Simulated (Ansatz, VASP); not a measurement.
One calculation of KCl, two programs

INCAR

```
  PREC = Accurate
  ENCUT = 520
  EDIFF = 1E-6
  ISMEAR = 0
  SIGMA = 0.05
  LREAL = F
  LASPH = T
  NELM = 100
  ALGO = Normal
  ISIF = 2
  LWAVE = F
  LCHARG = F
  GGA = PE
  NBANDS = 15
```

File KPOINTS:

```
Automatic mesh
0
Gamma
  6 6 6
```

File POSCAR:

```
KCl
1.0
    3.8391960000      0.0000000000      0.0000000000
    0.0000000000      3.8391960000      0.0000000000
    0.0000000000      0.0000000000      3.8967839400
K Cl
1 1
Direct
    0.0000000000      0.0000000000      0.0000000000
    0.5000000000      0.5000000000      0.5000000000
```

Input for Ansatz:

```yaml
crystal:
  lattice:
    - [3.839196, 0.0, 0.0]
    - [0.0, 3.839196, 0.0]
    - [0.0, 0.0, 3.89678394]
  atoms:
    - { symbol: K, position: [0.0, 0.0, 0.0] }
    - { symbol: Cl, position: [0.5, 0.5, 0.5] }
basis:
  ecutwfc: 420
kpoints:
  mp_grid: { grid: [6, 6, 6] }
hamiltonian:
  xc: pbe
scf:
  occupations: { method: gaussian, width: 0.05 }
output:
  forces: true
  stress: true
  eigenvalues: true
```

Change from the starting cell: strain +0.000 along x and y, +0.015 along z, atoms carried along.

Alike in both runs: task single point; functional PBE; k mesh 6 × 6 × 6; occupations gaussian, width 0.05 eV; no spin polarisation.

|  | VASP | Ansatz |
| --- | --- | --- |
| version | VASP 6.6.1 | Ansatz 0.2.0 |
| potentials or method | VASP PAW PBE potentials, release 64 (K_sv, Cl), cutoff 520 eV | scalar-relativistic, plane waves, PAW |
| valence electrons in the cell | 16 | 16 |

|  | VASP | Ansatz | Ansatz less VASP |
| --- | --- | --- | --- |
| gap on the k mesh at the Fermi level (eV) | 4.71 | 4.71 | +0.001 |
| least direct gap on the mesh (eV) | 4.91 | 4.91 | 0.000 |
| pressure (GPa) | -0.3 | -0.3 | 0.00 |
| traceless stress, the component that is largest in VASP (GPa) | -0.42 | -0.42 | -0.001 |
